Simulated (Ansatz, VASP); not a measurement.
# Ta in VASP and in Ansatz

The input POSCAR:

```
Ta
1.0
   -1.6512800000      1.6512800000      1.5274340000
    1.6512800000     -1.6512800000      1.5274340000
    1.6512800000      1.6512800000     -1.5274340000
Ta
1
Direct
    0.0000000000      0.0000000000      0.0000000000
```

Contents of INCAR.step1:

```
SYSTEM = Ta
ALGO = Normal
EDIFF = 1E-4
ENCUT = 520
GGA = PE
ISMEAR = 0
LASPH = .TRUE.
LCHARG = .FALSE.
LREAL = .FALSE.
LWAVE = .TRUE.
NBANDS = 12
NELM = 60
PREC = Accurate
SIGMA = 0.15
```

INCAR.step2

```
SYSTEM = Ta
ALGO = Normal
EDIFF = 1E-6
ENCUT = 520
ISIF = 2
ISMEAR = 0
ISTART = 1
LASPH = .TRUE.
LCHARG = .FALSE.
LMIXTAU = .TRUE.
LREAL = .FALSE.
LWAVE = .FALSE.
METAGGA = R2SCAN
NBANDS = 12
NELM = 60
PREC = Accurate
SIGMA = 0.15
```

KPOINTS

```
k-points
0
G
  20 20 20
  0 0 0
```

Input for Ansatz:

```yaml
crystal:
  lattice:
    - [-1.65128, 1.65128, 1.527434]
    - [1.65128, -1.65128, 1.527434]
    - [1.65128, 1.65128, -1.527434]
  atoms:
    - { symbol: Ta, position: [0.0, 0.0, 0.0] }
basis:
  ecutwfc: 500
kpoints:
  mp_grid: { grid: [20, 20, 20] }
hamiltonian:
  xc: r2scan
scf:
  occupations: { method: gaussian, width: 0.15 }
output:
  forces: true
  stress: true
  eigenvalues: true
```

Change from the starting cell: strain -0.0750 x Voigt [0, 0, 1, 0, 0, 0], atoms carried along.

Alike in both runs: task single point; functional r2SCAN; k mesh 20 × 20 × 20; occupations gaussian, width 0.15 eV; no spin polarisation.

|  | VASP | Ansatz |
| --- | --- | --- |
| version | VASP 6.6.1 | Ansatz 0.2.0 |
| potentials or method | VASP PAW PBE potentials, release 64 (Ta_pv), cutoff 520 eV | scalar-relativistic, plane waves, PAW |
| valence electrons in the cell | 11 | 13 |

```csv
,VASP,Ansatz,Ansatz less VASP
gap on the k mesh at the Fermi level (eV),none,none,-
pressure (GPa),20.4,19.4,-0.94
"traceless stress, the component that is largest in VASP (GPa)",5.96,6.02,+0.058
```

VASP's potentials were made for PBE, not for r2SCAN. A gap of «none» marks a metal or a gap that the smearing closes. VASP's potentials hold 11 valence electrons a cell and Ansatz's 13, so a difference there can come from the potentials and not from the codes.

Spin-orbit coupling is off throughout.
